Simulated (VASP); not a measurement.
A run of VASP 6.6.1:

File POSCAR:

```
Si
1.0
   -2.3713723045      2.3713723045      1.3292653899
    2.3713723045     -2.3713723045      1.3292653899
    2.3713723045      2.3713723045     -1.3292653899
Si
2
Direct
    0.2500000000      0.7500000000      0.5000000000
    0.5000000000      0.5000000000      0.0000000000
```

File INCAR.step1:

```
SYSTEM = Si
ALGO = Normal
EDIFF = 1E-4
ENCUT = 600
GGA = PE
ISMEAR = 0
LASPH = .True.
LCHARG = .False.
LREAL = .False.
LWAVE = .True.
NELM = 60
PREC = Accurate
SIGMA = 0.1
```

The input INCAR.step2:

```
SYSTEM = Si
ALGO = Normal
EDIFF = 1E-6
EDIFFG = -0.005
ENCUT = 600
IBRION = 2
ISIF = 3
ISMEAR = 0
ISTART = 1
LASPH = .True.
LCHARG = .False.
LMIXTAU = .True.
LREAL = .False.
LWAVE = .False.
METAGGA = R2SCAN
NELM = 60
NSW = 100
PREC = Accurate
SIGMA = 0.1
```

The input KPOINTS:

```
k-points
0
Gamma
  18 18 18
  0 0 0
```

Potentials or basis: VASP PAW PBE potentials, release 64 (Si).

Command:

```sh
$ cat potpaw_PBE.64/Si/POTCAR > POTCAR
$ cp INCAR.step1 INCAR
$ mpirun -np 1 vasp_std > vasp.out
$ cp INCAR.step2 INCAR
$ mpirun -np 1 vasp_std > vasp.out
```

Hardware: 1 thread of Intel(R) Xeon(R) 6975P-C (Granite Rapids), with other jobs on the host.

Question: How long does it take, and how much memory?

Answer: It took 25 min on 1 thread of Intel(R) Xeon(R) 6975P-C (Granite Rapids), on a shared host, peak memory 0.27 GiB. Counts: k points 480, ion steps 12.
